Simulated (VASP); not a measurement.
Set up this calculation in VASP 6.6.1, as the native input.

* Task: electric field gradients
* Functional: PBEsol
* Potentials or basis: VASP PAW PBE potentials, release 64 (C)
* Cutoff: 520 eV
* k mesh: 18 × 18 × 18
* Occupations: fermi-dirac, width 0.05 eV
* Spin: no spin polarisation
* Dipole correction: no
* Further INCAR settings: ALGO = Normal; EDIFF = 1e-08; NBANDS = 11

The structure of C lies in POSCAR:

```
C
1.0
    0.0000000000      2.1270000000      3.2475600000
    1.2280000000      0.0000000000      3.2475600000
    1.2280000000      2.1270000000      0.0000000000
C
2
Direct
    0.1666700000      0.8333300000      0.1666700000
    0.8333300000      0.1666700000      0.8333300000
```

This cell differs from its parent crystal: zz strain of -3 %.

One way to write it, as run:

INCAR

```
SYSTEM = C
  PREC = Accurate
  ENCUT = 520
  EDIFF = 1E-8
  ISMEAR = -1
  SIGMA = 0.05
  LREAL = .FALSE.
  LASPH = .TRUE.
  NELM = 80
  ALGO = Normal
  ISIF = 2
  LWAVE = .FALSE.
  LCHARG = .FALSE.
  GGA = PS
  LEFG = .TRUE.
  NBANDS = 11
```

KPOINTS

```
regular mesh
0
G
  18 18 18
  0 0 0
```

Potentials or basis: VASP PAW PBE potentials, release 64 (C).

Command:

```console
$ cat potpaw_PBE.64/C/POTCAR > POTCAR
$ mpirun -np 1 vasp_std > vasp.out
```

Results of the run:

The pressure is 2.5 GPa and the largest force is 0.004 eV/Å. The largest electric field gradient by atom is C +31.8 V/Å².

Caveat: the cell differs from its parent crystal (zz strain of -3 %); this functional lacks dispersion, which binds the layers, so the pressure and a relaxed spacing across them are unreliable; without QUAD_EFG the Cq values of the log hold for a quadrupole moment of 1 mb, not for the nuclei; the PAW data sets were made with another functional, which shifts forces and pressure a little.

It took 85 s on 1 thread of Intel(R) Xeon(R) 6975P-C (Granite Rapids), on a shared host, peak memory 0.24 GiB.
